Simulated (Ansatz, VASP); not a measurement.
# N in VASP and in Ansatz

```
N
1.0
     3.62900    0.00000    0.00000
    -1.81450    3.14281    0.00000
     0.00000    0.00000    5.89000
N
2
Cartesian
  0.0000 2.0952 1.4725
  1.8145 1.0476 4.4175
```

Alike in both runs: task electric field gradients; functional PBE; k mesh 8 × 8 × 5; occupations fermi-dirac, width 0.02 eV; no spin polarisation.

|  | VASP | Ansatz |
| --- | --- | --- |
| version | VASP 6.6.1 | Ansatz 0.2.0 |
| potentials or method | VASP PAW PBE potentials, release 64 (N), cutoff 520 eV | all-electron PAW with datasets made for the crystal, scalar-relativistic |

|  | VASP | Ansatz | Ansatz less VASP |
| --- | --- | --- | --- |
| pressure (GPa) | -7.3 | -7.2 | +0.05 |
| size of Vzz on the site where it differs most (V/Å²) | 1.2 | 1.2 | -0.03 |

Ansatz ran all-electron here, and VASP with PAW potentials.
